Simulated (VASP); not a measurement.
The system is BiTe.

```
Bi Te
1.0
     0.00000    3.25642    3.25642
     3.25642    0.00000    3.25642
     3.25642    3.25642    0.00000
Bi Te
1 1
Direct
  0.00000 0.00000 0.00000
  0.50000 0.50000 0.50000
```

Base run:

```yaml
Program: VASP 6.6.1
Functional: PBE
Potentials_or_basis: VASP PAW PBE potentials, release 64 (Bi_d, Te)
Cutoff: 520 eV
k_mesh: 7 × 7 × 7
Occupations: fermi-dirac, width 0.05 eV
Spin: no spin polarisation
```

Its results: band gap on the k mesh zero (an odd number of electrons rules out a gap without spin polarisation); pressure -0.1 GPa.

Question: The run is repeated on the same cell with these changes: functional from PBE to PBE0; k mesh from 7 × 7 × 7 to 4 × 4 × 4. What comes out?

Answer: Band gap on the k mesh zero (an odd number of electrons rules out a gap without spin polarisation); pressure -2.7 GPa.

Several settings changed at once.

Caveats: some runs use coarse meshes; spin-orbit coupling is left out, which moves the levels of the heavy elements; the PAW data sets were made with another functional, which shifts forces and pressure a little (at least some runs).
